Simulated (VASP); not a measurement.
Input of a VASP 6.6.1 run:

The input INCAR:

```
  PREC = Accurate
  ENCUT = 520
  EDIFF = 1E-7
  ISMEAR = 0
  SIGMA = 0.1
  LREAL = False
  LASPH = True
  NELM = 60
  ALGO = Normal
  ISIF = 2
  LWAVE = False
  LCHARG = True
  GGA = PE
  LELF = True
  LVHAR = True
  NBANDS = 25
```

File KPOINTS:

```
regular mesh
0
Gamma
  6 6 4
```

The input POSCAR:

```
CaCl
1.0
    4.2546761845      0.0000000000      0.0000000000
   -2.1273380922      3.6846576606      0.0000000000
    0.0000000000      0.0000000000      6.8137171859
Ca Cl
2 2
Direct
    0.3333333333      0.6666666667      0.0000000000
    0.6666666667      0.3333333333      0.5000000000
    0.3333333333      0.6666666667      0.3821000000
    0.6666666667      0.3333333333      0.8821000000
```

Potentials or basis: VASP PAW PBE potentials, release 64 (Ca_sv, Cl).

Launch:

```console
$ cat potpaw_PBE.64/Ca_sv/POTCAR potpaw_PBE.64/Cl/POTCAR > POTCAR
$ mpirun -np 1 vasp_std > vasp.out
```

Task: What does it give for the largest force?

Result: 0.078 eV/Å.

Task: Estimate the band gap on the k mesh.

Result: Zero (band 17 reaches 5.34 eV, above the bottom of band 18 at 4.94 eV).

Task: What does it give for the pressure?

Result: 8.6 GPa.

Forces on the atoms (eV/Å):
```
Ca   0.000  0.000 -0.078
Ca   0.000  0.000 -0.078
Cl   0.000  0.000  0.078
Cl   0.000  0.000  0.078
```
